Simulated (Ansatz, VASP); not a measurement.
**C in VASP and in Ansatz**

Contents of INCAR:

```
ALGO = Normal
EDIFF = 1E-6
ENCUT = 520
GGA = CA
ISIF = 2
ISMEAR = -1
LASPH = T
LCHARG = T
LELF = T
LREAL = F
LVHAR = T
LWAVE = F
NBANDS = 16
NELM = 100
PREC = Accurate
SIGMA = 0.02
```

Contents of KPOINTS:

```
k-points
0
Gamma
  18 18 6
```

File POSCAR:

```
C
1.0
    1.2280479700     -2.1270618200      0.0000000000
    1.2280479700      2.1270618200      0.0000000000
    0.0000000000      0.0000000000      7.1732677600
C
4
Direct
    0.0833794600      0.9166205400      0.7531376000
    0.5833794600      0.4166205400      0.2468624000
    0.9166205400      0.0833794600      0.2468624000
    0.4166205400      0.5833794600      0.7531376000
```

Input for Ansatz:

```yaml
crystal:
  lattice:
    - [1.22804797, -2.12706182, 0.0]
    - [1.22804797, 2.12706182, 0.0]
    - [0.0, 0.0, 7.17326776]
  atoms:
    - { symbol: C, position: [0.08337946, 0.91662054, 0.7531376] }
    - { symbol: C, position: [0.58337946, 0.41662054, 0.2468624] }
    - { symbol: C, position: [0.91662054, 0.08337946, 0.2468624] }
    - { symbol: C, position: [0.41662054, 0.58337946, 0.7531376] }
basis:
  ecutwfc: 420
kpoints:
  mp_grid: { grid: [18, 18, 6] }
hamiltonian:
  xc: lda
scf:
  occupations: { method: fermi_dirac, width: 0.02 }
output:
  forces: true
  stress: true
  eigenvalues: true
```

Alike in both runs: task single point; functional LDA; k mesh 18 × 18 × 6; occupations fermi-dirac, width 0.02 eV; no spin polarisation.

|  | VASP | Ansatz |
| --- | --- | --- |
| version | VASP 6.6.1 | Ansatz 0.2.0 |
| potentials or method | VASP PAW LDA potentials, release 64 (C), cutoff 520 eV | scalar-relativistic, plane waves, PAW |
| valence electrons in the cell | 16 | 16 |

```tsv
	VASP	Ansatz	Ansatz less VASP
gap on the k mesh at the Fermi level (eV)	0.02	0.02	0.000
least direct gap on the mesh (eV)	0.02	0.02	0.000
pressure (GPa)	-3.2	-3.9	-0.73
traceless stress, the component that is largest in VASP (GPa)	1.94	2.82	+0.876
rms of the force components (eV/Å)	0.015	0.015	0.0000
```

LDA's correlation is that of Perdew and Zunger in VASP and of Perdew and Wang (1992) in Ansatz. Atom by atom the forces differ by 0.000 eV/Å (rms over components).
